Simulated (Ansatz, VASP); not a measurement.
## AlN in VASP and in Ansatz

```
CELL_PARAMETERS angstrom
0.00000 2.82727 2.82727
2.82727 0.00000 2.82727
2.82727 2.82727 0.00000
ATOMIC_POSITIONS crystal
Al 0.50000 0.50000 0.50000
Al 0.75000 0.75000 0.75000
N 0.00000 0.00000 0.00000
N 0.25000 0.25000 0.25000
```

Change from the starting cell: species swapped into the LiZn type (Fd-3m, No. 227).

Alike in both runs: functional PBE; k mesh 4 × 4 × 4; occupations gaussian, width 0.15 eV; no spin polarisation.

Ansatz relaxed the structure, and its values are those at the end. VASP's run is a single point on that final structure, the one shown.

```csv
,VASP,Ansatz
version,VASP 6.6.1,Ansatz 0.2.0
potentials or method,"VASP PAW PBE potentials, release 64 (Al, N), cutoff 600 eV","scalar-relativistic, plane waves, PAW"
valence electrons in the cell,16,16
```

Ansatz gave:

```
gap on the k mesh at the Fermi level (eV) : none
pressure (GPa)                            : -0.8
```

Problem. Estimate VASP's values.

Solution. gap on the k mesh at the Fermi level (eV): none; pressure (GPa): -1.0.

A gap of «none» marks a metal or a gap that the smearing closes.

The k mesh is coarse, so the values compare programs but aren't converged.
